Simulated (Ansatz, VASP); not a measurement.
## One calculation of HgH3, two programs

```
CELL_PARAMETERS angstrom
4.87780 0.00000 0.00000
0.00000 4.87780 0.00000
0.00000 0.00000 4.87780
ATOMIC_POSITIONS crystal
Hg 0.50000 0.50000 0.50000
Hg 0.00000 0.00000 0.00000
H 0.14135 0.50000 0.50000
H 0.85865 0.50000 0.50000
H 0.50000 0.14135 0.50000
H 0.50000 0.85865 0.50000
H 0.50000 0.50000 0.14135
H 0.50000 0.50000 0.85865
```

Alike in both runs: task relaxation of cell and atoms; functional PBE; k mesh 4 × 4 × 4; occupations gaussian, width 0.1 eV; no spin polarisation.

```csv
,VASP,Ansatz
version,VASP 6.6.1,Ansatz 0.2.0
potentials or method,"VASP PAW PBE potentials, release 64 (Hg_sv_GW, H), cutoff 550 eV","scalar-relativistic, plane waves, PAW"
valence electrons in the cell,46,46
```

VASP gave:

| Property | Result |
| --- | --- |
| gap on the k mesh at the Fermi level, each at its own relaxed structure (eV) | 3.75 |
| relaxed volume (Å³/atom) | 28.40 |
| relaxed length of the cell vector where the two differ most in proportion (Å) | 6.102 |

**Question.** What did Ansatz give for the same quantities?

**Answer.** gap on the k mesh at the Fermi level, each at its own relaxed structure (eV): 3.98; relaxed volume (Å³/atom): 30.52; relaxed length of the cell vector where the two differ most in proportion (Å): 6.250.

One of these differences is far larger than is usual between the two programs; its cause wasn't traced.

Neither program's run includes spin-orbit coupling. Noted on VASP's run: the volume moved by over 15 % at a fixed basis, so the end points are rough.
